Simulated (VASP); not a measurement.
Wanted: the native input for a VASP 6.6.1 run.

```yaml
Task: single point
Functional: PBEsol
Potentials_or_basis: VASP PAW PBE potentials, release 64 (La, B, N)
Cutoff: 520 eV
k_mesh: 9 × 9 × 4
Occupations: fermi-dirac, width 0.03 eV
Spin: no spin polarisation
Dipole_correction: no
Further_INCAR_settings: ALGO = Normal; EDIFF = 1e-06; NBANDS = 25
```

The structure of LaB2N3 lies in POSCAR:

```
LaB2N3
1.0
    2.7281416986      0.0000000000      0.0000000000
   -1.3640708493      2.3626400161      0.0000000000
    0.0000000000      0.0000000000      8.0561469159
La B N
1 2 3
Direct
    0.0000000000      0.0000000000      0.0000000000
    0.3333333333      0.6666666667      0.6724851373
    0.6666666667      0.3333333333      0.3275148627
    0.3333333333      0.6666666667      0.2579761279
    0.6666666667      0.3333333333      0.7420238721
    0.0000000000      0.0000000000      0.5000000000
```

The input as run:

INCAR

```
PREC = Accurate ; ENCUT = 520
EDIFF = 1E-6 ; ISMEAR = -1
SIGMA = 0.03 ; LREAL = False
LASPH = True ; NELM = 100
ALGO = Normal ; ISIF = 2
LWAVE = False ; LCHARG = False
GGA = PS ; NBANDS = 25
```

KPOINTS

```
Automatic mesh
0
Gamma
  9 9 4
```

Potentials or basis: VASP PAW PBE potentials, release 64 (La, B, N).

Launch:

```console
$ cat potpaw_PBE.64/La/POTCAR potpaw_PBE.64/B/POTCAR potpaw_PBE.64/N/POTCAR > POTCAR
$ mpirun -np 1 vasp_std > vasp.out
```

Results of the run:

| Quantity | Value |
| --- | --- |
| Pressure | 0.0 GPa |
| Largest force | 0.029 eV/Å |
| Band gap on the k mesh | zero (band 16 reaches 10.82 eV, above the bottom of band 17 at 9.34 eV) |

Caveat: the PAW data sets were made with another functional, which shifts forces and pressure a little; spin-orbit coupling is left out, which moves the levels of the heavy elements.

It took 65 s on 1 thread of Intel(R) Xeon(R) Platinum 8488C (Sapphire Rapids), on a shared host, peak memory 0.21 GiB.
